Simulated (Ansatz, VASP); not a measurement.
One calculation of Te2Mo, two programs

```
CELL_PARAMETERS angstrom
3.56132 0.00000 0.00000
-1.78066 3.08420 0.00000
0.00000 0.00000 33.27028
ATOMIC_POSITIONS crystal
Te 0.33333 0.66667 0.44623
Te 0.33333 0.66667 0.55377
Mo 0.66667 0.33333 0.50000
```

Alike in both runs: functional r2SCAN; k mesh 9 × 9 × 1; occupations gaussian, width 0.02 eV; no spin polarisation.

Ansatz relaxed the structure, and its values are those at the end. VASP's run is a single point on that final structure, the one shown.

|  | VASP | Ansatz |
| --- | --- | --- |
| version | VASP 6.6.1 | Ansatz 0.2.0 |
| potentials or method | VASP PAW PBE potentials, release 64 (Te, Mo_sv), cutoff 520 eV | scalar-relativistic, plane waves, PAW |
| valence electrons in the cell | 26 | 46 |

```csv
,VASP,Ansatz,Ansatz less VASP
gap on the k mesh at the Fermi level (eV),1.12,1.12,-0.002
least direct gap on the mesh (eV),1.12,1.12,-0.002
rms of the force components (eV/Å),0.013,0.000,-0.0126
```

VASP's potentials were made for PBE, not for r2SCAN. VASP's potentials hold 26 valence electrons a cell and Ansatz's 46, so a difference there can come from the potentials and not from the codes.

Spin-orbit coupling is off throughout.
